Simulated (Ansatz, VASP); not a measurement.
# Two plane-wave programs on LiF

```
Li F
1.0
     0.00000    1.97090    1.97090
     1.97090    0.00000    1.97090
     1.97090    1.97090    0.00000
Li F
1 1
Cartesian
  1.9709 1.9709 1.9709
  0.0000 0.0000 0.0000
```

Alike in both runs: task single point; functional PBE; k mesh 10 × 10 × 10; occupations gaussian, width 0.02 eV; no spin polarisation.

|  | VASP | Ansatz |
| --- | --- | --- |
| version | VASP 6.6.1 | Ansatz 0.2.0 |
| potentials or method | VASP PAW PBE potentials, release 64 (Li_sv, F), cutoff 520 eV | scalar-relativistic, plane waves, PAW |
| valence electrons in the cell | 10 | 10 |

```tsv
	VASP	Ansatz	Ansatz less VASP
gap on the k mesh at the Fermi level (eV)	9.69	9.69	-0.001
least direct gap on the mesh (eV)	9.69	9.69	-0.001
```

Noted on VASP's run: the cutoff is short for stress, so the pressure is rough.
